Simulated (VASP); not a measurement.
A run of VASP 6.6.1:

INCAR

```
PREC = Accurate
ENCUT = 520
EDIFF = 1E-7
ISMEAR = 0
SIGMA = 0.05
LREAL = Auto
LASPH = T
NELM = 100
ALGO = Normal
ISIF = 2
LWAVE = F
LCHARG = F
NBANDS = 57
```

KPOINTS

```
Automatic mesh
0
Gamma
  2 2 1
```

Contents of POSCAR:

```
C19O
1.0
    7.3980000000      0.0000000000      0.0000000000
   -3.6990000000      6.4068560000      0.0000000000
    0.0000000000      0.0000000000     12.0000000000
C O
19 1
Direct
    0.0025423924      0.0019969233      0.0739881667
    0.2236485837      0.1125461537      0.0738108333
    0.0028175455      0.3333788055      0.0739770833
    0.2234075692      0.4437199775      0.0739772500
    0.0006292094      0.6665144339      0.0739139167
    0.2255970733      0.7789748981      0.0738120833
    0.3361263599      0.0000853773      0.0736757500
    0.5567703808      0.1103599020      0.0738615000
    0.3339811801      0.3331791756      0.0739558333
    0.5589488831      0.4456685151      0.0739775000
    0.3359539250      0.6687123919      0.0739778333
    0.5569837305      0.7792664608      0.0740180833
    0.6672510343     -0.0002256957      0.0739845833
    0.8922333273      0.1123109369      0.0740057500
    0.6692170173      0.3353407662      0.0739187500
    0.8903401338      0.4458692376      0.0739739167
    0.6694579824      0.6667510554      0.0740400833
    0.8900628876      0.7770419688      0.0740129167
    0.3991467155      0.9109814549      0.3093761667
    0.3013804130      0.9566002420      0.3614081667
```

Potentials or basis: VASP PAW LDA potentials, release 64 (C, O).

Command:

```console
$ cat potpaw_LDA.64/C/POTCAR potpaw_LDA.64/O/POTCAR > POTCAR
$ mpirun -np 1 vasp_std > vasp.out
```

Hardware: 1 thread of Oxide Virtual Turin-like Processor (shared host).

Problem. How long does it take, and how much memory?

Solution. Wall time 4.8 min on 1 thread of Oxide Virtual Turin-like Processor, on a shared host, peak memory 0.43 GiB. Counts: scf iterations 25, k points 4.
